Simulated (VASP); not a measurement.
The system is ZnS.

```
Zn S
1.0
     0.00000    2.70200    2.70200
     2.70200    0.00000    2.70200
     2.70200    2.70200    0.00000
Zn S
1 1
Direct
  0.75000 0.75000 0.75000
  0.00000 0.00000 0.00000
```

```yaml
Program: VASP 6.6.1
Task: relaxation of cell and atoms
Functional: SVWN5
Potentials_or_basis: VASP PAW PBE potentials, release 64 (Zn, S)
Cutoff: 600 eV
k_mesh: 9 × 9 × 9
Occupations: fermi-dirac, width 0.05 eV
Spin: no spin polarisation
```

At the start: pressure -4.3 GPa; volume 19.73 Å³/atom.

**Question.** Where does the relaxation end?

**Answer.** Over 5 steps the energy falls by 16.0 meV/atom and the volume is 18.63 Å³/atom (-5.6 %); space group F-43m (No. 216, to 0.05 Å).

The path:
```csv
step,energy change (eV),largest force (eV/Å),pressure (GPa),volume (Å³)
1,0.0000,0.0000,-4.35,39.45
2,-0.0277,0.0000,1.82,36.47
3,-0.0321,0.0000,-0.18,37.22
4,-0.0320,0.0000,0.16,37.15
5,-0.0321,0.0000,-0.01,37.25
```

Final structure:
```xyz
2
Lattice="0.0000 2.6507 2.6507 2.6507 0.0000 2.6507 2.6507 2.6507 0.0000" Properties=species:S:1:pos:R:3 pbc="T T T"
Zn    3.9761    3.9761    3.9761
S     0.0000    0.0000    0.0000
```

Caveat: the PAW data sets were made with another functional, which shifts forces and pressure a little.
